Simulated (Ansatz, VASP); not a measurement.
## Two plane-wave programs on C

The input INCAR:

```
SYSTEM = C
  ALGO = Normal
  EDIFF = 1E-6
  ENCUT = 520
  ISIF = 2
  ISMEAR = 0
  LASPH = .TRUE.
  LCHARG = .FALSE.
  LREAL = .FALSE.
  LWAVE = .FALSE.
  NBANDS = 26
  NELM = 100
  PREC = Accurate
  SIGMA = 0.05
```

Contents of KPOINTS:

```
k-points
0
G
  12 12 4
  0 0 0
```

POSCAR

```
C
1.0
    2.4896249417      0.0000000000      0.0000000000
   -1.2448124708      2.1560784454      0.0000000000
    0.0000000000      0.0000000000      8.2142660865
C
8
Direct
    0.0000000000      0.0000000000      0.0943974049
    0.0000000000      0.0000000000      0.5943974049
    0.0000000000      0.0000000000      0.4056025951
    0.0000000000      0.0000000000      0.9056025951
    0.3333333333      0.6666666667      0.1544085368
    0.6666666667      0.3333333333      0.6544085368
    0.3333333333      0.6666666667      0.3455914632
    0.6666666667      0.3333333333      0.8455914632
```

Input for Ansatz:

```yaml
crystal:
  lattice:
    - [2.4896249417, 0.0, 0.0]
    - [-1.2448124708, 2.1560784454, 0.0]
    - [0.0, 0.0, 8.2142660865]
  atoms:
    - { symbol: C, position: [0.0, 0.0, 0.0943974049] }
    - { symbol: C, position: [0.0, 0.0, 0.5943974049] }
    - { symbol: C, position: [0.0, 0.0, 0.4056025951] }
    - { symbol: C, position: [0.0, 0.0, 0.9056025951] }
    - { symbol: C, position: [0.3333333333, 0.6666666667, 0.1544085368] }
    - { symbol: C, position: [0.6666666667, 0.3333333333, 0.6544085368] }
    - { symbol: C, position: [0.3333333333, 0.6666666667, 0.3455914632] }
    - { symbol: C, position: [0.6666666667, 0.3333333333, 0.8455914632] }
basis:
  ecutwfc: 520.0
kpoints:
  mp_grid: { grid: [12, 12, 4] }
hamiltonian:
  xc: lda
  pseudopotentials: { kind: paw, azcp: { folder: soft_1 } }
scf:
  occupations: { method: gaussian, width: 0.05 }
output:
  forces: true
  stress: true
  eigenvalues: true
```

Change from the starting cell: mode 21 frozen in at +0.012 Å, strain +e along z and -e/2 along x and y +0.0000.

Alike in both runs: task single point; functional LDA; k mesh 12 × 12 × 4; occupations gaussian, width 0.05 eV; no spin polarisation.

|  | VASP | Ansatz |
| --- | --- | --- |
| version | VASP 6.6.1 | Ansatz 0.2.0 |
| potentials or method | VASP PAW LDA potentials, release 64 (C), cutoff 520 eV | scalar-relativistic, plane waves, PAW |
| valence electrons in the cell | 32 | 32 |

|  | VASP | Ansatz | Ansatz less VASP |
| --- | --- | --- | --- |
| gap on the k mesh at the Fermi level (eV) | 4.43 | 4.44 | +0.012 |
| least direct gap on the mesh (eV) | 5.01 | 5.01 | -0.002 |
| pressure (GPa) | 2.1 | 0.4 | -1.71 |
| traceless stress, the component that is largest in VASP (GPa) | -0.95 | -0.83 | +0.121 |
| rms of the force components (eV/Å) | 0.455 | 0.451 | -0.0042 |

Ansatz warns that its potentials were made for another functional, while VASP's fit it. LDA's correlation is that of Perdew and Zunger in VASP and of Perdew and Wang (1992) in Ansatz. Atom by atom the forces differ by 0.004 eV/Å (rms over components).
